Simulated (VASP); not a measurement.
Write the native input for VASP 6.6.1 that does the following.

```yaml
Task: single point
Functional: r2SCAN-based global hybrid with 50 % exact exchange
Potentials_or_basis: VASP PAW PBE potentials, release 64 (As)
Cutoff: 520 eV
k_mesh: 5 × 6 × 6
Occupations: fermi-dirac, width 0.05 eV
Spin: no spin polarisation
Dipole_correction: no
Grid_for_exact_exchange_PRECFOCK: Normal
Share_of_exact_exchange: 0.5
Further_INCAR_settings: ALGO = Normal; EDIFF = 1e-07; NBANDS = 8
```

The system is As.

```
As
1.0
     2.97948   -0.10062    0.32377
    -0.10062    2.58301    0.26188
     0.32377    0.26188    2.54855
As
1
Direct
  0.50000 0.50000 0.50000
```

The input as run:

POSCAR

```
As
1.0
    2.9794804000     -0.1006165900      0.3237709600
   -0.1006165900      2.5830128800      0.2618843200
    0.3237709600      0.2618843200      2.5485519600
As
1
Direct
    0.5000000000      0.5000000000      0.5000000000
```

INCAR.step1

```
  PREC = Accurate
  ENCUT = 520
  EDIFF = 1E-5
  ISMEAR = -1
  SIGMA = 0.05
  LREAL = F
  LASPH = T
  NELM = 100
  ALGO = Normal
  ISIF = 2
  LWAVE = T
  LCHARG = F
  GGA = PE
  NBANDS = 8
```

INCAR.step2

```
  PREC = Accurate
  ENCUT = 520
  EDIFF = 1E-7
  ISMEAR = -1
  SIGMA = 0.05
  LREAL = F
  LASPH = T
  NELM = 100
  ALGO = Normal
  ISIF = 2
  LWAVE = F
  LCHARG = F
  METAGGA = R2SCAN
  LHFCALC = T
  AEXX = 0.5
  LMIXTAU = T
  PRECFOCK = Normal
  ISTART = 1
  NBANDS = 8
```

KPOINTS

```
Automatic mesh
0
Gamma
  5 6 6
```

Potentials or basis: VASP PAW PBE potentials, release 64 (As).

Command:

```sh
$ cat potpaw_PBE.64/As/POTCAR > POTCAR
$ cp INCAR.step1 INCAR
$ mpirun -np 1 vasp_std > vasp.out
$ cp INCAR.step2 INCAR
$ mpirun -np 1 vasp_std > vasp.out
```

It gave:

```json
{"Pressure": "-1.2 GPa", "Band gap on the k mesh": "zero (an odd number of electrons rules out a gap without spin polarisation)"}
```

Caveat: the k points lie up to 0.43 Å⁻¹ apart, too coarse for converged energies and pressures of a metal; the PAW data sets were made with another functional, which shifts forces and pressure a little.

Run time: 18 min on 1 thread of AMD EPYC 7R43 64-Core Processor (Zen 3), on a shared host, peak memory 0.11 GiB.
